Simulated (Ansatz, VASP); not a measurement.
# Be: VASP beside Ansatz

```
Be
1.0
    -1.24626    1.24626    1.24626
     1.24626   -1.24626    1.24626
     1.24626    1.24626   -1.24626
Be
1
Direct
  0.00000 0.00000 0.00000
```

Alike in both runs: functional PBEsol; k mesh 30 × 30 × 30; occupations gaussian, width 0.1 eV; no spin polarisation.

Ansatz relaxed the structure, and its values are those at the end. VASP's run is a single point on that final structure, the one shown.

|  | VASP | Ansatz |
| --- | --- | --- |
| version | VASP 6.6.1 | Ansatz 0.2.0 |
| potentials or method | VASP PAW PBE potentials, release 64 (Be), cutoff 520 eV | scalar-relativistic, plane waves, PAW |
| valence electrons in the cell | 2 | 2 |

|  | VASP | Ansatz | Ansatz less VASP |
| --- | --- | --- | --- |
| gap on the k mesh at the Fermi level (eV) | none | none | - |
| pressure (GPa) | 0.4 | 0.0 | -0.38 |

VASP's potentials were made for PBE, not for PBEsol. A gap of «none» marks a metal or a gap that the smearing closes. The functional is the same, so the differences come from potentials, cutoffs and numerics.
